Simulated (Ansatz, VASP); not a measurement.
# C: VASP beside Ansatz

The input POSCAR:

```
C
1.0
    0.0000000000      1.7801417077      1.7267374565
    1.7801417077      0.0000000000      1.7267374565
    1.7801417077      1.7801417077      0.0000000000
C
2
Direct
    0.5000000000      0.5000000000      0.5000000000
    0.7500000000      0.7500000000      0.7500000000
```

Contents of INCAR.step1:

```
PREC = Accurate ; ENCUT = 910
ISMEAR = 0 ; SIGMA = 0.05
LREAL = F ; LASPH = T
NELM = 120 ; NBANDS = 11
GGA = PE ; ALGO = Normal
EDIFF = 1E-5 ; LWAVE = T
LCHARG = F ; GGA_COMPAT = F
```

File INCAR.step2:

```
PREC = Accurate ; ENCUT = 910
EDIFF = 1E-6 ; ISMEAR = 0
SIGMA = 0.05 ; LREAL = F
LASPH = T ; NELM = 120
ALGO = Normal ; ISIF = 2
LWAVE = F ; LCHARG = T
METAGGA = R2SCAN ; LMIXTAU = T
LELF = T ; LVHAR = T
NBANDS = 11 ; ISTART = 1
GGA_COMPAT = F
```

KPOINTS

```
regular mesh
0
Gamma
  12 12 12
```

Input for Ansatz:

```yaml
crystal:
  lattice:
    - [0.0, 1.7801417077, 1.7267374565]
    - [1.7801417077, 0.0, 1.7267374565]
    - [1.7801417077, 1.7801417077, 0.0]
  atoms:
    - { symbol: C, position: [0.5, 0.5, 0.5] }
    - { symbol: C, position: [0.75, 0.75, 0.75] }
basis:
  ecutwfc: 500
kpoints:
  mp_grid: { grid: [12, 12, 12] }
hamiltonian:
  xc: r2scan
scf:
  occupations: { method: gaussian, width: 0.05 }
output:
  forces: true
  stress: true
  eigenvalues: true
```

Change from the starting cell: strain -0.0300 x Voigt [0, 0, 1, 0, 0, 0], atoms carried along.

Alike in both runs: task single point; functional r2SCAN; k mesh 12 × 12 × 12; occupations gaussian, width 0.05 eV; no spin polarisation.

|  | VASP | Ansatz |
| --- | --- | --- |
| version | VASP 6.6.1 | Ansatz 0.2.0 |
| potentials or method | VASP PAW PBE potentials, release 64 (C_h), cutoff 910 eV | scalar-relativistic, plane waves, PAW |
| valence electrons in the cell | 8 | 8 |

```csv
,VASP,Ansatz,Ansatz less VASP
gap on the k mesh at the Fermi level (eV),3.64,3.64,-0.002
least direct gap on the mesh (eV),5.40,5.40,+0.002
```

VASP's potentials were made for PBE, not for r2SCAN.

Noted on VASP's run: the cutoff is short for stress, so the pressure is rough.
